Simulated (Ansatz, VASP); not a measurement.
# Two plane-wave programs on Cd

```
Cd
1.0
     2.89205    0.00000    0.00000
    -1.44602    2.50459    0.00000
     0.00000    0.00000    5.21908
Cd
2
Direct
  0.33333 0.66667 0.25000
  0.66667 0.33333 0.75000
```

Alike in both runs: task single point; functional LDA; k mesh 24 × 24 × 14; occupations fermi-dirac, width 0.1 eV; no spin polarisation.

```csv
,VASP,Ansatz
version,VASP 6.6.1,Ansatz 0.2.0
potentials or method,"VASP PAW LDA potentials, release 64 (Cd)","PAW with Ansatz's default frozen-core files, scalar-relativistic"
plane-wave cutoff (eV),520,420
valence electrons in the cell,24,40
```

```tsv
	VASP	Ansatz	Ansatz less VASP
gap on the k mesh at the Fermi level (eV)	none	none	-
pressure (GPa)	5.0	4.2	-0.88
traceless stress, the component that is largest in VASP (GPa)	-0.24	0.02	+0.265
```

LDA's correlation is that of Perdew and Zunger in VASP and of Perdew and Wang (1992) in Ansatz. A gap of «none» marks a metal or a gap that the smearing closes. VASP's potentials hold 24 valence electrons a cell and Ansatz's 40, so a difference there can come from the potentials and not from the codes.
